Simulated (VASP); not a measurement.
# ZrPdSe4 (F-43m) in VASP: a series of runs

ZrPdSe4 is run at these levels: PBE; tasks: single point, relaxation of cell and atoms.

Everything below comes from runs of VASP 6.6.1. Logs are shortened: lines on timing, memory, paths and dates and some standing lists are left out, and cuts for length are marked.

### 1 The cell of the first run

The structure is cubic, space group F-43m (No. 216). The conventional cell has a = 7.869 Å, b = 7.869 Å, c = 7.869 Å, α = 90.00°, β = 90.00°, γ = 90.00°. Within 4.3 Å of Zr (site symmetry -43m) lie 12 Se at 3.26 Å and 4 Pd at 3.41 Å. Pd (site symmetry -43m) has 12 Se at 3.26 Å and 4 Zr at 3.41 Å within 4.3 Å. Se (site symmetry 3m) has 6 Se at 2.78 Å and 3 Pd at 3.26 Å and 3 Zr at 3.26 Å within 3.7 Å.

The cell was generated, and may not be a known phase.

### 2 Single point, PBE

The input, INCAR:

```
SYSTEM = ZrPdSe4
PREC = Accurate ; ENCUT = 520
EDIFF = 1E-6 ; ISMEAR = 0
SIGMA = 0.1 ; LREAL = .False.
LASPH = .True. ; NELM = 100
ALGO = Normal ; ISIF = 2
LWAVE = .False. ; LCHARG = .True.
GGA = PE ; LELF = .True.
LVHAR = .True. ; NBANDS = 32
```

The input, KPOINTS:

```
Automatic mesh
0
Gamma
  8 8 8
  0 0 0
```

The input, POSCAR:

```
ZrPdSe4
1.0
    0.0000000000      3.9345371374      3.9345371374
    3.9345371374      0.0000000000      3.9345371374
    3.9345371374      3.9345371374      0.0000000000
Zr Pd Se
1 1 4
Direct
    0.2500000000      0.2500000000      0.2500000000
    0.0000000000      0.0000000000      0.0000000000
    0.6250906737      0.6250906737      0.6250906737
    0.6250906737      0.6250906737      0.1247279790
    0.6250906737      0.1247279790      0.6250906737
    0.1247279790      0.6250906737      0.6250906737
```

Potentials or basis: VASP PAW PBE potentials, release 64 (Zr_sv, Pd, Se).

On the command line:

```bash
$ cat potpaw_PBE.64/Zr_sv/POTCAR potpaw_PBE.64/Pd/POTCAR potpaw_PBE.64/Se/POTCAR > POTCAR
$ mpirun -np 1 vasp_std > vasp.out
```

OUTCAR:

```text
SYSTEM = ZrPdSe4
   PREC = Accurate
   ENCUT = 520
   EDIFF = 1E-6
   ISMEAR = 0
   LREAL = .False.
   LASPH = .True.
   NELM = 100
   ISIF = 2
   GGA = PE

 ion  position               nearest neighbor table
   1  0.250  0.250  0.250-   5 3.26   6 3.26   4 3.26   6 3.26   4 3.26   5 3.26   3 3.26   3 3.26
                             3 3.26   4 3.26   5 3.26   6 3.26   2 3.41   2 3.41   2 3.41   2 3.41
   2  0.000  0.000  0.000-   1 3.41   1 3.41   1 3.41   1 3.41
   3  0.625  0.625  0.625-   4 2.78   5 2.78   6 2.78   4 2.78   5 2.78   6 2.78   1 3.26   1 3.26
                             1 3.26
   4  0.625  0.625  0.125-   3 2.78   5 2.78   6 2.78   3 2.78   5 2.78   6 2.78   1 3.26   1 3.26
                             1 3.26
   5  0.625  0.125  0.625-   3 2.78   4 2.78   6 2.78   4 2.78   3 2.78   6 2.78   1 3.26   1 3.26
                             1 3.26
   6  0.125  0.625  0.625-   3 2.78   4 2.78   5 2.78   3 2.78   4 2.78   5 2.78   1 3.26   1 3.26
                             1 3.26

  LATTYP: Found a face centered cubic cell.
 ALAT       =     7.8690742748

  Lattice vectors:

 A1 = (   0.0000000000,   3.9345371374,   3.9345371374)
 A2 = (   3.9345371374,   0.0000000000,   3.9345371374)
 A3 = (   3.9345371374,   3.9345371374,   0.0000000000)

Analysis of symmetry for initial positions (statically):
=====================================================================
 Subroutine PRICEL returns:
 Original cell was already a primitive cell.

 Routine SETGRP: Setting up the symmetry group for a
 face centered cubic supercell.

 Subroutine GETGRP returns: Found 24 space group operations
 (whereof 24 operations were pure point group operations)
 out of a pool of 48 trial point group operations.

The static configuration has the point symmetry T_d .

Analysis of symmetry for dynamics (positions and initial velocities):
=====================================================================
 Subroutine PRICEL returns:
 Original cell was already a primitive cell.

 Routine SETGRP: Setting up the symmetry group for a
 face centered cubic supercell.

 Subroutine GETGRP returns: Found 24 space group operations
 (whereof 24 operations were pure point group operations)
 out of a pool of 48 trial point group operations.

The dynamic configuration has the point symmetry T_d .

 Subroutine INISYM returns: Found 24 space group operations
 (whereof 24 operations are pure point group operations),
 and found     1 'primitive' translations

----------------------------------------------------------------------------------------

[... 106 lines left out ...]
   ISIF   =      2    stress and relaxation
   ISYM   =      2    0-nonsym 1-usesym 2-fastsym
   POTIM  = 0.5000    time-step for ionic-motion
   TEBEG  =    0.0;   TEEND  =   0.0 temperature during run
   PSTRESS=    0.0 pullay stress
   NELECT =      46.0000    total number of electrons
   NUPDOWN=      -1.0000    fix difference up-down
   EMIN   =  10.00;   EMAX   =-10.00  energy-range for DOS
   EFERMI =   0.00;   METHOD = LEGACY
   ISMEAR =     0;   SIGMA  =   0.10  broadening in eV -4-tet -1-fermi 0-gaus
   EFERMI_NEDOS =   21; number of points for ismear=-14 and -15
   IALGO  =     38    algorithm
   IMIX   =      4    mixing-type and parameters
     AMIX     =   0.40;   BMIX     =  1.00
     AMIX_MAG =   1.60;   BMIX_MAG =  1.00
  volume/ion in A,a.u.               =      20.30       137.01
  Fermi-wavevector in a.u.,A,eV,Ry     =   1.183288  2.236090 19.050476  1.400170
  Thomas-Fermi vector in A             =   2.319525
   LORBIT       =      0    0 simple, 1 ext, 2 COOP (PROOUT), +10 PAW based schemes
   GGA     = PE    functional components
   LHFCALC =     F    Hartree Fock is set to
   AEXX    =    0.0000 exact exchange contribution
   IVDW    =     0    specifies the selected vdW correction
   LEPSILON=     F    determine dielectric tensor
   LRPA    =     F    only Hartree local field effects (RPA)
 non-spin polarized calculation
 Gauss-broadening in eV      SIGMA  =   0.10
  energy-cutoff  :      520.00
  volume of cell :      121.82
 maximum number of plane-waves:      3306
 NGX is ok and might be reduce to    42
   NGX = 21   NGY = 21   NGZ = 21

 number of electron      45.9999994 magnetization

 Free energy of the ion-electron system (eV)
  ---------------------------------------------------
  ext. energy  EPLUGINS =         0.00000000
  ---------------------------------------------------
  free energy    TOTEN  =       -25.26014034 eV

  energy without entropy =      -25.23159399  energy(sigma->0) =      -25.24586717

 E-fermi :   7.2529     XC(G=0): -10.8677

 val. band max:        7.2342215477   @ k =  -0.3750   0.3750   0.1250
 cond. band min:       7.2551491743   @ k =   0.3750   0.2500   0.0000
 fundamental gap:      0.0209276267
 Fermi energy:         7.2528825363

 k-point     1 :       0.0000    0.0000    0.0000
  band No.  band energies     occupation
      1     -43.3158      2.00000
      2     -21.2539      2.00000
      3     -21.2539      2.00000
      4     -21.2539      2.00000
      5      -9.5408      2.00000
      6      -5.3518      2.00000
[... 829 lines left out ...]
     31       9.9673      0.00000
     32      10.7715      0.00000

 [... further k-points ...]

------------------------ aborting loop because EDIFF is reached ----------------------------------------

  FORCE on cell =-STRESS in cart. coord.  units (eV):
  Direction    XX          YY          ZZ          XY          YZ          ZX
  --------------------------------------------------------------------------------------
  -------------------------------------------------------------------------------------
  Total        0.0157151      0.0157151      0.0157151     -0.0000000     -0.0000000     -0.0000000
  in kB        0.2066885      0.2066885      0.2066885     -0.0000000     -0.0000000     -0.0000000
  external PRESSURE =       0.2066885 kB  Pullay stress =       0.0000000 kB

 VOLUME and BASIS-vectors are now :
 -----------------------------------------------------------------------------
  energy-cutoff  :      520.00
  volume of cell :      121.82
      direct lattice vectors                 reciprocal lattice vectors
     0.000000000  3.934537137  3.934537137    -0.127079751  0.127079751  0.127079751
     3.934537137  0.000000000  3.934537137     0.127079751 -0.127079751  0.127079751
     3.934537137  3.934537137  0.000000000     0.127079751  0.127079751 -0.127079751

 POSITION                                       TOTAL-FORCE (eV/Angst)
 -----------------------------------------------------------------------------------
      1.96727      1.96727      1.96727        -0.000000     -0.000000     -0.000000
      0.00000      0.00000      0.00000        -0.000000     -0.000000     -0.000000
      4.91888      4.91888      4.91888         0.002110      0.002110      0.002110
      2.95019      2.95019      4.91888        -0.002110     -0.002110      0.002110
      2.95019      4.91888      2.95019        -0.002110      0.002110     -0.002110
      4.91888      2.95019      2.95019         0.002110     -0.002110     -0.002110
 -----------------------------------------------------------------------------------
    total drift:                               -0.000000     -0.000000     -0.000000

  FREE ENERGIE OF THE ION-ELECTRON SYSTEM (eV)
  ---------------------------------------------------
  free  energy   TOTEN  =       -25.2601403384 eV

  energy  without entropy=      -25.2315939918  energy(sigma->0) =      -25.24586717
```

OSZICAR:

```text
N       E                     dE             d eps       ncg     rms          rms(c)
DAV:   1     0.304276888920E+03    0.30428E+03   -0.21221E+04  1856   0.131E+03
DAV:   2    -0.354449838703E+01   -0.30782E+03   -0.29268E+03  2168   0.296E+02
DAV:   3    -0.265548034276E+02   -0.23010E+02   -0.22346E+02  2896   0.702E+01
DAV:   4    -0.273842191701E+02   -0.82942E+00   -0.82300E+00  2496   0.117E+01
DAV:   5    -0.274102273896E+02   -0.26008E-01   -0.26003E-01  2544   0.147E+00    0.123E+01
DAV:   6    -0.261212177394E+02    0.12890E+01   -0.63300E+00  2168   0.147E+01    0.964E+00
DAV:   7    -0.256126614236E+02    0.50856E+00   -0.85390E+00  2240   0.139E+01    0.573E+00
DAV:   8    -0.252773552963E+02    0.33531E+00   -0.72134E-01  2208   0.601E+00    0.249E+00
DAV:   9    -0.252885021837E+02   -0.11147E-01   -0.27000E-01  2232   0.238E+00    0.127E+00
DAV:  10    -0.252602470565E+02    0.28255E-01   -0.66546E-02  2248   0.142E+00    0.345E-01
DAV:  11    -0.252603805887E+02   -0.13353E-03   -0.62927E-03  2168   0.428E-01    0.120E-01
DAV:  12    -0.252601588137E+02    0.22177E-03   -0.14567E-03  2504   0.231E-01    0.381E-02
DAV:  13    -0.252601550448E+02    0.37689E-05   -0.89325E-05  2128   0.611E-02    0.279E-02
DAV:  14    -0.252601396721E+02    0.15373E-04   -0.42140E-05  2472   0.427E-02    0.627E-03
DAV:  15    -0.252601403384E+02   -0.66624E-06   -0.53513E-06  2136   0.118E-02
   1 F= -.25260140E+02 E0= -.25245867E+02  d E =-.285463E-01
```

stdout:

```text
POSCAR found type information on POSCAR ZrPdSe
 POSCAR found :  3 types and       6 ions
 scaLAPACK will be used
 LDA part: xc-table for (Slater+PW92), standard interpolation
 POSCAR, INCAR and KPOINTS ok, starting setup
 FFT: planning ... GRIDC
 FFT: planning ... GRID_SOFT
 FFT: planning ... GRID
 WAVECAR not read
 entering main loop
```

Run time: 2.5 min. Hardware: 1 thread of Intel Xeon Platinum 8375C at 2.90GHz (Ice Lake), shared host; peak memory 0.32 GiB.

Results:

```yaml
Free_energy: -25.2601 eV
Pressure: 0.0 GPa
Largest_force: 0.004 eV/Å
Band_gap_on_the_k_mesh: zero (bands 23 and 24 overlap by 1.05 eV)
```

Forces on the atoms (eV/Å):
```
Zr   0.000  0.000  0.000
Pd   0.000  0.000  0.000
Se   0.002  0.002  0.002
Se  -0.002 -0.002  0.002
Se  -0.002  0.002 -0.002
Se   0.002 -0.002 -0.002
```

### 3 Relaxation of cell and atoms, PBE

This run uses another cell than the first one, of 20.56 Å³/atom.

The input, INCAR:

```
  ALGO = Normal
  EDIFF = 1E-7
  EDIFFG = -0.01
  ENCUT = 600
  GGA = PE
  IBRION = 2
  ISIF = 3
  ISMEAR = 0
  LASPH = T
  LCHARG = F
  LREAL = F
  LWAVE = F
  NELM = 60
  NSW = 100
  PREC = Accurate
  SIGMA = 0.1
```

The input, KPOINTS:

```
k-points
0
Gamma
  8 8 8
```

The input, POSCAR:

```
ZrPdSe4
1.0
    0.0000000000      3.9508377311      3.9508377311
    3.9508377311      0.0000000000      3.9508377311
    3.9508377311      3.9508377311      0.0000000000
Zr Pd Se
1 1 4
Direct
    0.2500000000      0.2500000000      0.2500000000
    0.0000000000      0.0000000000      0.0000000000
    0.6248565860      0.6248565860      0.6248565860
    0.6248565860      0.6248565860      0.1254302421
    0.6248565860      0.1254302421      0.6248565860
    0.1254302421      0.6248565860      0.6248565860
```

Potentials or basis: VASP PAW PBE potentials, release 64 (Zr_sv, Pd, Se).

On the command line:

```bash
$ cat potpaw_PBE.64/Zr_sv/POTCAR potpaw_PBE.64/Pd/POTCAR potpaw_PBE.64/Se/POTCAR > POTCAR
$ mpirun -np 1 vasp_std > vasp.out
```

Wall time 9.9 min (1 thread of Intel Xeon Platinum 8375C at 2.90GHz (Ice Lake), shared host); peak memory 0.43 GiB.

Results (log left out):

* Free energy: -25.2596 eV
* Relaxed volume: 20.31 Å³/atom
* Relaxed cell: a = 5.565 Å, b = 5.565 Å, c = 5.565 Å, α = 60.00°, β = 60.00°, γ = 60.00°
* Space group after relaxing (to 0.1 Å): F-43m (No. 216)
* Energy gained by relaxing: 0.8 meV/atom
* Ionic steps: 4
* Pressure after relaxing: 0.0 GPa
* Band gap on the k mesh: zero (bands 23 and 24 overlap by 1.05 eV)

Step by step:
| step | energy change (eV) | largest force (eV/Å) | pressure (GPa) | volume (Å³) |
| --- | --- | --- | --- | --- |
| 1 | 0.0000 | 0.0706 | -0.89 | 123.34 |
| 2 | -0.0041 | 0.0006 | 0.36 | 121.30 |
| 3 | -0.0047 | 0.0184 | 0.02 | 121.82 |
| 4 | -0.0047 | 0.0008 | 0.00 | 121.85 |

Final structure:
```xyz
6
Lattice="0.0000 3.9349 3.9349 3.9349 0.0000 3.9349 3.9349 3.9349 0.0000" Properties=species:S:1:pos:R:3 pbc="T T T"
Zr    1.9674    1.9674    1.9674
Pd    0.0000    0.0000    0.0000
Se    4.9194    4.9194    4.9194
Se    2.9503    2.9503    4.9194
Se    2.9503    4.9194    2.9503
Se    4.9194    2.9503    2.9503
```

Levels at points of the mesh, in eV from the Fermi level:
| k point | band 19 | band 20 | band 21 | band 22 | band 23 | band 24 | band 25 | band 26 | band 27 |
| --- | --- | --- | --- | --- | --- | --- | --- | --- | --- |
| (0.00, 0.00, 0.00) | -1.08 | -1.08 | 0.89 | 0.89 | 0.89 | 1.20 | 1.20 | 1.20 | 1.84 |
| (0.50, 0.00, 0.00) | -1.49 | -1.49 | -1.07 | -1.07 | -0.59 | 0.56 | 0.56 | 1.29 | 1.54 |
| (0.50, 0.50, 0.00) | -1.86 | -1.86 | -1.54 | -1.42 | -0.50 | 0.52 | 0.56 | 0.56 | 0.90 |

The gap in the log of VASP goes by the Fermi energy; the results here count the filled bands.